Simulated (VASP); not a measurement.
Write the native input for VASP 6.6.1 that does the following.

- Task: single point
- Functional: PBE
- Potentials or basis: VASP PAW PBE potentials, release 64 (Ga_d, N)
- Cutoff: 520 eV
- k mesh: 6 × 6 × 6
- Occupations: gaussian, width 0.1 eV
- Spin: no spin polarisation
- Dipole correction: no
- Further INCAR settings: ALGO = Normal; EDIFF = 1e-07; NBANDS = 22

The structure of Ga2N lies in POSCAR:

```
Ga2N
1.0
    0.0000000000      2.8792501963      2.8792501963
    2.8792501963      0.0000000000      2.8792501963
    2.8792501963      2.8792501963      0.0000000000
Ga N
2 1
Direct
    0.5000000000      0.5000000000      0.5000000000
    0.7500000000      0.7500000000      0.7500000000
    0.0000000000      0.0000000000      0.0000000000
```

One way to write it, as run:

INCAR

```
SYSTEM = Ga2N
ALGO = Normal ; EDIFF = 1E-7
ENCUT = 520 ; GGA = PE
ISIF = 2 ; ISMEAR = 0
LASPH = .True. ; LCHARG = .False.
LREAL = .False. ; LWAVE = .False.
NBANDS = 22 ; NELM = 80
PREC = Accurate ; SIGMA = 0.1
```

KPOINTS

```
k-points
0
Gamma
  6 6 6
  0 0 0
```

Potentials or basis: VASP PAW PBE potentials, release 64 (Ga_d, N).

Command:

```sh
$ cat potpaw_PBE.64/Ga_d/POTCAR potpaw_PBE.64/N/POTCAR > POTCAR
$ mpirun -np 1 vasp_std > vasp.out
```

Results of the run:

```json
{
 "Pressure": "0.0 GPa"
}
```

Wall time 11 s on 1 thread of Intel(R) Xeon(R) 6975P-C (Granite Rapids), on a shared host, peak memory 0.16 GiB.
